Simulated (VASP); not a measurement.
A run of VASP 6.6.1:

The input INCAR:

```
SYSTEM = SnSe
PREC = Accurate ; ENCUT = 520
EDIFF = 1E-7 ; ISMEAR = 0
SIGMA = 0.03 ; LREAL = .FALSE.
LASPH = .TRUE. ; NELM = 80
ALGO = Normal ; ISIF = 2
LWAVE = .FALSE. ; LCHARG = .TRUE.
GGA = PE ; IVDW = 12
LELF = .TRUE. ; LVHAR = .TRUE.
NBANDS = 28
```

KPOINTS

```
regular mesh
0
G
  8 8 6
  0 0 0
```

File POSCAR:

```
SnSe
1.0
    4.1343133752      0.0000000000      0.0000000000
    0.0000000000      4.1343133752      0.0000000000
    0.0000000000      0.0000000000      6.2271028057
Sn Se
2 2
Direct
    0.5000000000      0.0000000000      0.3100442236
    0.0000000000      0.5000000000      0.6899557764
    0.5000000000      0.0000000000      0.7499352227
    0.0000000000      0.5000000000      0.2500647773
```

Potentials or basis: VASP PAW PBE potentials, release 64 (Sn_d, Se).

Launch:

```sh
$ cat potpaw_PBE.64/Sn_d/POTCAR potpaw_PBE.64/Se/POTCAR > POTCAR
$ mpirun -np 1 vasp_std > vasp.out
```

Hardware: 1 thread of Intel(R) Xeon(R) Platinum 8259CL CPU @ 2.50GHz (Skylake/Cascade Lake), with other jobs on the host.

Q: How long does it take, and how much memory?

A: It took 2.9 min on 1 thread of Intel(R) Xeon(R) Platinum 8259CL CPU @ 2.50GHz (Skylake/Cascade Lake), on a shared host, peak memory 0.31 GiB. Counts: scf iterations 15, k points 60.
